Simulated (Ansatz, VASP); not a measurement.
# Two plane-wave programs on Li8H7

```
CELL_PARAMETERS angstrom
0.00000 4.00710 -4.00710
4.00710 4.00710 0.00000
4.00710 0.00000 -4.00710
ATOMIC_POSITIONS crystal
Li 0.50000 0.50000 0.00000
Li 0.50000 0.00000 0.00000
Li 0.00000 0.50000 0.00000
Li 0.00000 0.00000 0.00000
Li 0.50000 0.50000 0.50000
Li 0.50000 0.00000 0.50000
Li 0.00000 0.50000 0.50000
Li 0.00000 0.00000 0.50000
H 0.25000 0.25000 0.25000
H 0.75000 0.75000 0.25000
H 0.75000 0.25000 0.25000
H 0.25000 0.75000 0.75000
H 0.25000 0.25000 0.75000
H 0.75000 0.75000 0.75000
H 0.75000 0.25000 0.75000
```

Change from the starting cell: H vacancy (site b), charge +0, atoms relaxed at the host's cell.

Alike in both runs: task relaxation of the atoms; functional PBE; k mesh 2 × 2 × 2; occupations gaussian, width 0.01 eV; collinear spin.

|  | VASP | Ansatz |
| --- | --- | --- |
| version | VASP 6.6.1 | Ansatz 0.2.0 |
| potentials or method | VASP PAW PBE potentials, release 64 (Li_sv, H), cutoff 520 eV | scalar-relativistic, plane waves, PAW |
| valence electrons in the cell | 31 | 31 |

```csv
,VASP,Ansatz,Ansatz less VASP
net moment per atom (μB),0.00,0.00,0.000
```

Ansatz's warnings: filled band counts differ across k points, seeded moment not kept.

The k mesh is coarse, so the values compare programs but aren't converged. Noted on VASP's run: the cutoff is short for stress, so the pressure is rough.
